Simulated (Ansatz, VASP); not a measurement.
# One calculation of RbAgBr2, two programs

The input INCAR:

```
  PREC = Accurate
  ENCUT = 520
  EDIFF = 1E-6
  ISMEAR = 1
  SIGMA = 0.05
  LREAL = F
  LASPH = T
  NELM = 80
  ALGO = Normal
  ISIF = 2
  LWAVE = F
  LCHARG = T
  GGA = PE
  LELF = T
  LVHAR = T
  NBANDS = 25
```

File KPOINTS:

```
regular mesh
0
Gamma
  4 4 4
```

File POSCAR:

```
RbAgBr2
1.0
    4.5179929797      0.0000000000      0.0000000000
    0.0000000000      4.5179929797      0.0000000000
    0.0000000000      0.0000000000      6.3563246931
Rb Br Ag
1 2 1
Direct
    0.0000000000      0.0000000000      0.0000000000
    0.0000000000      0.0000000000      0.5000000000
    0.5000000000      0.5000000000      0.0000000000
    0.5000000000      0.5000000000      0.5000000000
```

Input for Ansatz:

```yaml
crystal:
  lattice:
    - [4.5179929797, 0.0, 0.0]
    - [0.0, 4.5179929797, 0.0]
    - [0.0, 0.0, 6.3563246931]
  atoms:
    - { symbol: Rb, position: [0.0, 0.0, 0.0] }
    - { symbol: Br, position: [0.0, 0.0, 0.5] }
    - { symbol: Ag, position: [0.5, 0.5, 0.5] }
    - { symbol: Br, position: [0.5, 0.5, 0.0] }
kpoints:
  mp_grid: { grid: [4, 4, 4] }
hamiltonian:
  xc: pbe
scf:
  occupations: { method: methfessel_paxton, width: 0.05 }
  n_extra_bands: 5
output:
  forces: true
  stress: true
  eigenvalues: true
```

Alike in both runs: task single point; functional PBE; k mesh 4 × 4 × 4; occupations methfessel-paxton of order 1, width 0.05 eV; no spin polarisation.

|  | VASP | Ansatz |
| --- | --- | --- |
| version | VASP 6.6.1 | Ansatz 0.2.0 |
| potentials or method | VASP PAW PBE potentials, release 64 (Rb_sv, Br, Ag) | plane waves |
| plane-wave cutoff (eV) | 520 | 420 |
| valence electrons in the cell | 34 | 42 |

```csv
,VASP,Ansatz,Ansatz less VASP
gap on the k mesh at the Fermi level (eV),1.19,1.19,+0.001
pressure (GPa),0.9,0.8,-0.03
```

The functional is the same, so the differences come from potentials, cutoffs and numerics. VASP's potentials hold 34 valence electrons a cell and Ansatz's 42, so a difference there can come from the potentials and not from the codes.
